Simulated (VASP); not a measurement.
The system is NaOs2.

```
Na Os
1.0
     1.34918   -2.32959   -0.03898
    -4.14519   -2.38597   -0.01320
     0.03539   -0.10316   -7.56963
Na Os
2 4
Cartesian
  -2.8427 -4.7008 -7.5520
  -1.2118 -2.4732 -7.5807
  -2.7515 -3.2828 -2.7861
  -0.0956 -3.1840 -2.8337
  -1.2985 -3.9988 -4.9059
  -0.0952 -1.6070 -4.8418
```

- Program: VASP 6.6.1
- Task: relaxation of cell and atoms
- Functional: PBE
- Potentials or basis: VASP PAW PBE potentials, release 64 (Na_pv, Os)
- Cutoff: 600 eV
- k mesh: 8 × 4 × 4
- Occupations: gaussian, width 0.2 eV
- Spin: no spin polarisation

At the start: pressure 5.7 GPa; volume 16.24 Å³/atom.

Task: How do energy, volume and symmetry change on relaxing?

Result: Over 30 steps the energy falls by 44.7 meV/atom and the volume is 16.62 Å³/atom (+2.4 %); space group P1 (No. 1, to 0.1 Å) before, P-3m1 (No. 164, to 0.1 Å).

The path:
```
step  energy change (eV)  largest force (eV/Å)  pressure (GPa)  volume (Å³)
   1              0.0000                1.2714            5.69        97.44
   2              0.1001                1.3142          -11.90       105.76
   3             -0.1212                0.8978           -2.76       100.79
   4             -0.1926                0.6864            0.90        99.63
   5             -0.1962                0.4104            0.17        99.83
   6             -0.2330                0.3533            0.40        99.61
   7             -0.2339                0.3461            0.48        99.56
   8             -0.2461                0.2111           -0.71       100.13
   9             -0.2473                0.2283           -1.20       100.37
  10             -0.2527                0.1662            0.30        99.82
  11             -0.2528                0.1669            0.18        99.86
  12             -0.2555                0.1558            0.13        99.83
  13             -0.2568                0.1443            0.07        99.79
  14             -0.2593                0.1235           -0.15        99.84
  15             -0.2611                0.1323           -0.50        99.91
  16             -0.2626                0.1154            0.33        99.55
  17             -0.2629                0.1155            0.35        99.54
  18             -0.2644                0.0753            0.33        99.54
  19             -0.2656                0.0676            0.29        99.53
  20             -0.2658                0.1055            0.23        99.52
  21             -0.2661                0.0868            0.25        99.53
  22             -0.2668                0.0901           -0.39        99.83
  23             -0.2668                0.0869           -0.34        99.80
  24             -0.2675                0.0486           -0.09        99.74
  25             -0.2676                0.0493            0.01        99.72
  26             -0.2679                0.0334            0.04        99.71
  27             -0.2680                0.0292            0.06        99.70
  28             -0.2680                0.0287            0.09        99.69
  29             -0.2680                0.0286            0.06        99.70
  30             -0.2681                0.0212           -0.05        99.75
```

Final structure:
```
CELL_PARAMETERS angstrom
1.37842 -2.38815 -0.00051
-4.13302 -2.38589 -0.00222
-0.00056 -0.00512 -7.58020
ATOMIC_POSITIONS crystal
Na 0.99518 0.99415 0.99967
Na 0.49541 0.49383 0.00056
Os 0.50272 0.83623 0.36495
Os 0.00281 0.33600 0.36498
Os 0.00192 0.66945 0.63488
Os 0.50196 0.17034 0.63495
```
